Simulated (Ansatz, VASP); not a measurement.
This is a calculation of In for Ansatz 0.2.0.

input.yaml

```yaml
crystal:
  lattice:
    - [-1.9194468732, 1.9194468732, 1.9194468732]
    - [1.9194468732, -1.9194468732, 1.9194468732]
    - [1.9194468732, 1.9194468732, -1.9194468732]
  atoms:
    - { symbol: In, position: [0.0, 0.0, 0.0] }
kpoints:
  mp_grid: { grid: [10, 10, 10] }
scf:
  occupations: { method: fermi_dirac, width: 0.05 }
hamiltonian:
  xc: lda
  pseudopotentials: { kind: all_electron, lapw: { basis_error: 0.001 } }
output:
  forces: true
  stress: true
  eigenvalues: true
```

Potentials or basis: all-electron LAPW, scalar-relativistic.

Launch:

```sh
$ ansatz run input.yaml --threads 1 --pin off --max-ram 3072MiB --backend cpu --events-out ev --progress --plain --runs-dir out
```

Translate it to VASP 6.6.1. Potentials there: VASP PAW LDA potentials, release 64 (In_d).

As run (the cutoff follows the program's own potentials):

File INCAR:

```
SYSTEM = In
ALGO = Fast ; EDIFF = 1E-7
ENCUT = 520 ; GGA = CA
ISIF = 2 ; ISMEAR = -1
LASPH = .TRUE. ; LCHARG = .FALSE.
LREAL = .FALSE. ; LWAVE = .FALSE.
NBANDS = 12 ; NELM = 80
PREC = Accurate ; SIGMA = 0.05
```

The input KPOINTS:

```
k-points
0
G
  10 10 10
  0 0 0
```

Contents of POSCAR:

```
In
1.0
   -1.9194468732      1.9194468732      1.9194468732
    1.9194468732     -1.9194468732      1.9194468732
    1.9194468732      1.9194468732     -1.9194468732
In
1
Direct
    0.0000000000      0.0000000000      0.0000000000
```

Potentials or basis: VASP PAW LDA potentials, release 64 (In_d).

Command:

```bash
$ cat potpaw_LDA.64/In_d/POTCAR > POTCAR
$ mpirun -np 1 vasp_std > vasp.out
```

Both were run:

|  | VASP | Ansatz | Ansatz less VASP |
| --- | --- | --- | --- |
| gap on the k mesh at the Fermi level (eV) | none | none | - |
| pressure (GPa) | -4.5 | -4.5 | +0.01 |

LDA's correlation is that of Perdew and Zunger in VASP and of Perdew and Wang (1992) in Ansatz. A gap of «none» marks a metal or a gap that the smearing closes. Ansatz ran all-electron here, and VASP with PAW potentials.
